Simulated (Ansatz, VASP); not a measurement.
## One calculation of SnSe, two programs

File INCAR:

```
SYSTEM = SnSe
  PREC = Accurate
  ENCUT = 520
  EDIFF = 1E-6
  ISMEAR = -1
  SIGMA = 0.08
  LREAL = .FALSE.
  LASPH = .TRUE.
  NELM = 100
  ALGO = Normal
  ISIF = 2
  LWAVE = .FALSE.
  LCHARG = .FALSE.
  GGA = CA
  NBANDS = 17
```

The input KPOINTS:

```
regular mesh
0
G
  11 11 11
  0 0 0
```

POSCAR

```
SnSe
1.0
    0.0000000000      2.6951260308      2.6951260308
    2.6951260308      0.0000000000      2.6951260308
    2.6951260308      2.6951260308      0.0000000000
Sn Se
1 1
Direct
    0.0000000000      0.0000000000      0.0000000000
    0.2500000000      0.2500000000      0.2500000000
```

Input for Ansatz:

```yaml
crystal:
  lattice:
    - [0.0, 2.6951260308, 2.6951260308]
    - [2.6951260308, 0.0, 2.6951260308]
    - [2.6951260308, 2.6951260308, 0.0]
  atoms:
    - { symbol: Sn, position: [0.0, 0.0, 0.0] }
    - { symbol: Se, position: [0.25, 0.25, 0.25] }
kpoints:
  mp_grid: { grid: [11, 11, 11] }
scf:
  occupations: { method: fermi_dirac, width: 0.08 }
hamiltonian:
  xc: lda
  pseudopotentials: { kind: all_electron, datasets: crystal }
output:
  forces: true
  stress: true
  eigenvalues: true
```

Change from the starting cell: volume scaled by 0.55, crystal datasets.

Alike in both runs: task single point; functional LDA; k mesh 11 × 11 × 11; occupations fermi-dirac, width 0.08 eV; no spin polarisation.

```csv
,VASP,Ansatz
version,VASP 6.6.1,Ansatz 0.2.0
potentials or method,"VASP PAW LDA potentials, release 64 (Sn_d, Se), cutoff 520 eV","all-electron PAW with datasets made for the crystal, scalar-relativistic"
```

```csv
,VASP,Ansatz,Ansatz less VASP
pressure (GPa),67.2,66.8,-0.39
```

LDA's correlation is that of Perdew and Zunger in VASP and of Perdew and Wang (1992) in Ansatz. Both programs put the cell under a high pressure, so it lies far from rest at this level. Ansatz ran all-electron here, and VASP with PAW potentials.

Noted on VASP's run: the cell as given lies far from equilibrium.
